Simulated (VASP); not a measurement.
# Bi2Te3 (R-3m) in VASP: single point with PBE

Aim: the single point of Bi2Te3 with PBE.

Program: VASP 6.6.1. These are calculated values, not measurements. Logs are shortened: lines on timing, memory, paths and dates and some standing lists are left out, and cuts for length are marked.

## 1. The cell of the first run

It takes space group R-3m (No. 166, trigonal). Conventional cell: a = 4.450 Å, b = 4.450 Å, c = 31.948 Å, α = 90.00°, β = 90.00°, γ = 120.00°. Bi (site symmetry 3m) has 6 Te at 3.09 to 3.29 Å within 4.1 Å. Te (site symmetry -3m) has 6 Bi at 3.29 Å and 12 Te at 4.45 to 4.56 Å within 4.6 Å. Within 4.1 Å of Te (site symmetry 3m) lie 3 Bi at 3.09 Å and 3 Te at 4.03 Å.

## 2. Single point, PBE

File POSCAR:

```
Bi2Te3
1.0
    2.2248063976      1.2844925725     10.6494745158
   -2.2248063976      1.2844925725     10.6494745158
    0.0000000000     -2.5689851451     10.6494745158
Bi Te
2 3
Direct
    0.3976135335      0.3976135335      0.3976135335
    0.6023864665      0.6023864665      0.6023864665
    0.0000000000      0.0000000000      0.0000000000
    0.2152308500      0.2152308500      0.2152308500
    0.7847691500      0.7847691500      0.7847691500
```

File INCAR.step1:

```
PREC = Accurate
ENCUT = 520
EDIFF = 1E-6
ISMEAR = 0
SIGMA = 0.05
LREAL = F
LASPH = T
NELM = 80
ALGO = Normal
ISIF = 2
LWAVE = F
LCHARG = T
GGA = PE
NBANDS = 32
```

File KPOINTS.step1:

```
regular mesh
0
Gamma
  8 8 8
```

File INCAR.step2:

```
PREC = Accurate
ENCUT = 520
EDIFF = 1E-6
ISMEAR = -5
SIGMA = 0.05
LREAL = F
LASPH = T
NELM = 80
ALGO = Normal
ISIF = 2
LWAVE = F
LCHARG = F
GGA = PE
LORBIT = 11
NBANDS = 32
NEDOS = 2001
ICHARG = 11
```

File KPOINTS.step2:

```
regular mesh
0
Gamma
  12 12 12
```

Potentials or basis: VASP PAW PBE potentials, release 64 (Bi_d, Te).

Started as:

```
$ cat potpaw_PBE.64/Bi_d/POTCAR potpaw_PBE.64/Te/POTCAR > POTCAR
$ cp INCAR.step1 INCAR
$ cp KPOINTS.step1 KPOINTS
$ mpirun -np 1 vasp_std > vasp.out
$ cp INCAR.step2 INCAR
$ cp KPOINTS.step2 KPOINTS
$ mpirun -np 1 vasp_std > vasp.out
```

OUTCAR:

```text
PREC = Accurate
   ENCUT = 520
   EDIFF = 1E-6
   ISMEAR = -5
   LREAL = F
   LASPH = T
   NELM = 80
   ISIF = 2
   GGA = PE
   LORBIT = 11
   ICHARG = 11

 ion  position               nearest neighbor table
   1  0.398  0.398  0.398-   5 3.09   5 3.09   5 3.09   3 3.29   3 3.29   3 3.29
   2  0.602  0.602  0.602-   4 3.09   4 3.09   4 3.09   3 3.29   3 3.29   3 3.29
   3  0.000  0.000  0.000-   2 3.29   1 3.29   2 3.29   2 3.29   1 3.29   1 3.29
   4  0.215  0.215  0.215-   2 3.09   2 3.09   2 3.09
   5  0.785  0.785  0.785-   1 3.09   1 3.09   1 3.09

  LATTYP: Found a trigonal (rhomboedric) cell.
 ALAT       =    10.9549528588
 COS(alpha) =     0.9175114976

  Lattice vectors:

 A1 = (   2.2248063976,   1.2844925725,  10.6494745158)
 A2 = (  -2.2248063976,   1.2844925725,  10.6494745158)
 A3 = (   0.0000000000,  -2.5689851451,  10.6494745158)

Analysis of symmetry for initial positions (statically):
=====================================================================
 Subroutine PRICEL returns:
 Original cell was already a primitive cell.

 Routine SETGRP: Setting up the symmetry group for a
 trigonal (rhombohedral) supercell.

 Subroutine GETGRP returns: Found 12 space group operations
 (whereof 12 operations were pure point group operations)
 out of a pool of 12 trial point group operations.

The static configuration has the point symmetry D_3d.

Analysis of symmetry for dynamics (positions and initial velocities):
=====================================================================
 Subroutine PRICEL returns:
 Original cell was already a primitive cell.

 Routine SETGRP: Setting up the symmetry group for a
 trigonal (rhombohedral) supercell.

 Subroutine GETGRP returns: Found 12 space group operations
 (whereof 12 operations were pure point group operations)
 out of a pool of 12 trial point group operations.

The dynamic configuration has the point symmetry D_3d.

 Subroutine INISYM returns: Found 12 space group operations
 (whereof 12 operations are pure point group operations),
 and found     1 'primitive' translations

----------------------------------------------------------------------------------------

                                     Primitive cell

  volume of cell :     182.6010

  direct lattice vectors                    reciprocal lattice vectors
     2.224806398  1.284492573 10.649474516     0.224738656  0.129752924  0.031300449
    -2.224806398  1.284492573 10.649474516    -0.224738656  0.129752924  0.031300449
     0.000000000 -2.568985145 10.649474516     0.000000000 -0.259505847  0.031300449

  length of vectors
    10.954952859 10.954952859 10.954952859     0.261386692  0.261386692  0.261386692

  position of ions in fractional coordinates (direct lattice)
     0.397613533  0.397613533  0.397613533
     0.602386467  0.602386467  0.602386467
     0.000000000  0.000000000  0.000000000
     0.215230850  0.215230850  0.215230850
     0.784769150  0.784769150  0.784769150

  ion indices of the primitive-cell ions
   primitive index   ion index
                 1           1
                 2           2
                 3           3
                 4           4
                 5           5

----------------------------------------------------------------------------------------

 KPOINTS: regular mesh

Automatic generation of k-mesh.
 Grid dimensions read from file:
 generate k-points for:   12   12   12

 Generating k-lattice:

  Cartesian coordinates                     Fractional coordinates (reciprocal lattice)
     0.018728221  0.010812744  0.002608371     0.083333333 -0.000000000  0.000000000
    -0.018728221  0.010812744  0.002608371    -0.000000000  0.083333333  0.000000000
     0.000000000 -0.021625487  0.002608371     0.000000000  0.000000000  0.083333333

  Length of vectors
     0.021782224  0.021782224  0.021782224

  Shift w.r.t. Gamma in fractional coordinates (k-lattice)
     0.000000000  0.000000000  0.000000000

 TETIRR: Found    864 inequivalent tetrahedra from    10368

 Subroutine IBZKPT returns following result:
 ===========================================

 Found    189 irreducible k-points:

 Following reciprocal coordinates:
            Coordinates               Weight
  0.000000  0.000000  0.000000      1.000000
  0.083333  0.000000  0.000000      6.000000
  0.166667  0.000000 -0.000000      6.000000
  0.250000  0.000000  0.000000      6.000000
  0.333333 -0.000000 -0.000000      6.000000
  0.416667  0.000000  0.000000      6.000000
[... 16 lines left out ...]
  0.500000  0.166667  0.000000     12.000000
 -0.416667  0.166667  0.000000     12.000000
 [... further k-points ...]
   k-points           NKPTS =    189   k-points in BZ     NKDIM =    189   number of bands    NBANDS=     32
   number of dos      NEDOS =   2001   number of ions     NIONS =      5
   total plane-waves  NPLWV = 592704
   dimension x,y,z NGX =    84 NGY =   84 NGZ =   84
   dimension x,y,z NGXF=   168 NGYF=  168 NGZF=  168
   ions per type =               2   3
   NGX,Y,Z   is equivalent  to a cutoff of  12.75, 12.75, 12.75 a.u.
   NGXF,Y,Z  is equivalent  to a cutoff of  25.49, 25.49, 25.49 a.u.
 SYSTEM =  unknown system
   PREC   = accura    normal or accurate (medium, high low for compatibility)
   ISTART =      0    job   : 0-new  1-cont  2-samecut
   ICHARG =     11    charge: 1-file 2-atom 10-const
   ISPIN  =      1    spin polarized calculation?
   LNONCOLLINEAR =      F non collinear calculations
   LSORBIT =      F    spin-orbit coupling
   LASPH  =      T    aspherical Exc in radial PAW
   ENCUT  =  520.0 eV  38.22 Ry    6.18 a.u.  20.37 20.37 20.37*2*pi/ulx,y,z
   NELM   =     80;   NELMIN=  2; NELMDL=  0     # of ELM steps
   EDIFF  = 0.1E-05   stopping-criterion for ELM
   LREAL  =      F    real-space projection
   EDIFFG = 0.1E-04   stopping-criterion for IOM
   NSW    =      0    number of steps for IOM
   IBRION =     -1    ionic relax: 0-MD 1-quasi-New 2-CG
   NFREE  =      0    steps in history (QN), initial steepest desc. (CG)
   ISIF   =      2    stress and relaxation
   ISYM   =      2    0-nonsym 1-usesym 2-fastsym
   POTIM  = 0.5000    time-step for ionic-motion
   TEBEG  =    0.0;   TEEND  =   0.0 temperature during run
   PSTRESS=    0.0 pullay stress
   NELECT =      48.0000    total number of electrons
   NUPDOWN=      -1.0000    fix difference up-down
   EMIN   =  10.00;   EMAX   =-10.00  energy-range for DOS
   EFERMI =   0.00;   METHOD = LEGACY
   ISMEAR =    -5;   SIGMA  =   0.05  broadening in eV -4-tet -1-fermi 0-gaus
   EFERMI_NEDOS =   21; number of points for ismear=-14 and -15
   IALGO  =     38    algorithm
   IMIX   =      4    mixing-type and parameters
     AMIX     =   0.40;   BMIX     =  1.00
     AMIX_MAG =   1.60;   BMIX_MAG =  1.00
  volume/ion in A,a.u.               =      36.52       246.45
  Fermi-wavevector in a.u.,A,eV,Ry     =   1.048707  1.981769 14.963502  1.099786
  Thomas-Fermi vector in A             =   2.183640
   LORBIT       =     11    0 simple, 1 ext, 2 COOP (PROOUT), +10 PAW based schemes
   GGA     = PE    functional components
   LHFCALC =     F    Hartree Fock is set to
   AEXX    =    0.0000 exact exchange contribution
   IVDW    =     0    specifies the selected vdW correction
   LEPSILON=     F    determine dielectric tensor
   LRPA    =     F    only Hartree local field effects (RPA)
 non-spin polarized calculation
 Fermi weights with tetrahedron method with Bloechl corrections
  energy-cutoff  :      520.00
  volume of cell :      182.60
 maximum number of plane-waves:      4941
 NGX is ok and might be reduce to    84

 number of electron      47.9999997 magnetization

 Free energy of the ion-electron system (eV)
  ---------------------------------------------------
  ext. energy  EPLUGINS =         0.00000000
  ---------------------------------------------------
  free energy    TOTEN  =       -18.40395553 eV

  energy without entropy =      -18.40395553  energy(sigma->0) =      -18.40395553

 E-fermi :   5.0917     XC(G=0):  -8.9483

 val. band max:        5.0919681748   @ k =   0.0000   0.0000   0.0000
 cond. band min:       5.5853272177   @ k =   0.0000   0.0000   0.0000
 fundamental gap:      0.4933590429
 Fermi energy:         5.0917313758

 k-point     1 :       0.0000    0.0000    0.0000
  band No.  band energies     occupation
      1     -17.8597      2.00000
      2     -17.8597      2.00000
      3     -17.8585      2.00000
      4     -17.8585      2.00000
      5     -17.8519      2.00000
      6     -17.8509      2.00000
[... 24 lines left out ...]
     31      10.2905      0.00000
     32      11.1798      0.00000

 k-point     2 :       0.0833    0.0000    0.0000
  band No.  band energies     occupation
      1     -17.8602      2.00000
      2     -17.8591      2.00000
      3     -17.8589      2.00000
      4     -17.8579      2.00000
      5     -17.8515      2.00000
      6     -17.8505      2.00000
[... 24 lines left out ...]
     31      10.2560      0.00000
     32      10.6026      0.00000

 k-point     3 :       0.1667    0.0000   -0.0000
  band No.  band energies     occupation
      1     -17.8616      2.00000
      2     -17.8602      2.00000
      3     -17.8577      2.00000
      4     -17.8566      2.00000
      5     -17.8509      2.00000
      6     -17.8497      2.00000
[... 24 lines left out ...]
     31       9.7611      0.00000
     32      10.5389      0.00000

 k-point     4 :       0.2500    0.0000    0.0000
  band No.  band energies     occupation
      1     -17.8638      2.00000
      2     -17.8621      2.00000
      3     -17.8564      2.00000
      4     -17.8551      2.00000
      5     -17.8515      2.00000
      6     -17.8497      2.00000
[... 24 lines left out ...]
     31       9.3081      0.00000
     32      10.8402      0.00000

 k-point     5 :       0.3333   -0.0000   -0.0000
  band No.  band energies     occupation
      1     -17.8661      2.00000
      2     -17.8641      2.00000
      3     -17.8558      2.00000
      4     -17.8541      2.00000
      5     -17.8524      2.00000
      6     -17.8506      2.00000
[... 584 lines left out ...]
     31       9.8163      0.00000
     32       9.9199      0.00000

 k-point    22 :       0.4167    0.1667    0.0000
  band No.  band energies     occupation
      1     -17.8647      2.00000
      2     -17.8634      2.00000
      3     -17.8569      2.00000
      4     -17.8555      2.00000
      5     -17.8508      2.00000
      6     -17.8496      2.00000
[... 24 lines left out ...]
     31       9.6307      0.00000
     32      10.4000      0.00000

 k-point    23 :       0.5000    0.1667    0.0000
  band No.  band energies     occupation
      1     -17.8658      2.00000
      2     -17.8641      2.00000
      3     -17.8574      2.00000
      4     -17.8552      2.00000
      5     -17.8513      2.00000
      6     -17.8498      2.00000
[... 24 lines left out ...]
     31       9.5276      0.00000
     32      10.3144      0.00000

 k-point    24 :      -0.4167    0.1667    0.0000
  band No.  band energies     occupation
      1     -17.8662      2.00000
      2     -17.8644      2.00000
      3     -17.8576      2.00000
      4     -17.8551      2.00000
      5     -17.8514      2.00000
      6     -17.8499      2.00000
[... 24 lines left out ...]
     31       9.4462      0.00000
     32      10.3251      0.00000

 [... further k-points ...]

------------------------ aborting loop because EDIFF is reached ----------------------------------------

  FORCE on cell =-STRESS in cart. coord.  units (eV):
  Direction    XX          YY          ZZ          XY          YZ          ZX
  --------------------------------------------------------------------------------------
  -------------------------------------------------------------------------------------
  Total       -0.0327832     -0.0327832     -0.0012909      0.0000000      0.0000000      0.0000000
  in kB       -0.2876462     -0.2876462     -0.0113265      0.0000000      0.0000000      0.0000000
  external PRESSURE =      -0.1955397 kB  Pullay stress =       0.0000000 kB

 VOLUME and BASIS-vectors are now :
 -----------------------------------------------------------------------------
  energy-cutoff  :      520.00
  volume of cell :      182.60
      direct lattice vectors                 reciprocal lattice vectors
     2.224806398  1.284492573 10.649474516     0.224738656  0.129752924  0.031300449
    -2.224806398  1.284492573 10.649474516    -0.224738656  0.129752924  0.031300449
     0.000000000 -2.568985145 10.649474516     0.000000000 -0.259505847  0.031300449

 POSITION                                       TOTAL-FORCE (eV/Angst)
 -----------------------------------------------------------------------------------
      0.00000     -0.00000     12.70313         0.000000      0.000000     -0.007504
      0.00000     -0.00000     19.24530         0.000000     -0.000000      0.007504
      0.00000      0.00000      0.00000         0.000000      0.000000      0.000000
      0.00000     -0.00000      6.87629         0.000000     -0.000000      0.003324
      0.00000     -0.00000     25.07214         0.000000      0.000000     -0.003324
 -----------------------------------------------------------------------------------
    total drift:                               -0.000000     -0.000000      0.000000

  FREE ENERGIE OF THE ION-ELECTRON SYSTEM (eV)
  ---------------------------------------------------
  free  energy   TOTEN  =       -18.4039555265 eV

  energy  without entropy=      -18.4039555265  energy(sigma->0) =      -18.40395553

 total charge

# of ion       s       p       d       tot
------------------------------------------
    1        1.603   1.105   9.942  12.651
    2        1.603   1.105   9.942  12.651
    3        1.382   1.968   0.019   3.370
    4        1.400   1.916   0.019   3.335
    5        1.400   1.916   0.019   3.335
--------------------------------------------------
tot          7.387   8.012  19.943  35.341
```

Wall time 78 min (1 thread of Intel Xeon 6975P-C (Granite Rapids), shared host); peak memory 1.7 GiB.

What came out:

| Quantity | Value |
| --- | --- |
| Valence electrons inside the program's atomic spheres | Bi 12.65; Te 3.37, 3.33 (each value once) |

Levels at points of the mesh, in eV from the valence-band top:
```tsv
k point	band 21	band 22	band 23	band 24	band 25	band 26	band 27	band 28
(0.00, 0.00, 0.00)	-1.31	-0.62	-0.62	0.00	0.49	1.07	1.07	2.04
(0.50, 0.00, 0.00)	-2.39	-1.70	-0.71	-0.47	0.89	1.61	2.71	3.00
(0.50, 0.50, 0.00)	-1.62	-1.47	-1.01	-0.85	1.40	1.53	2.16	2.83
(0.50, 0.50, 0.50)	-1.18	-0.74	-0.74	-0.26	0.78	1.31	1.31	1.90
```

Caveat: spin-orbit coupling is left out, which moves the levels of the heavy elements.
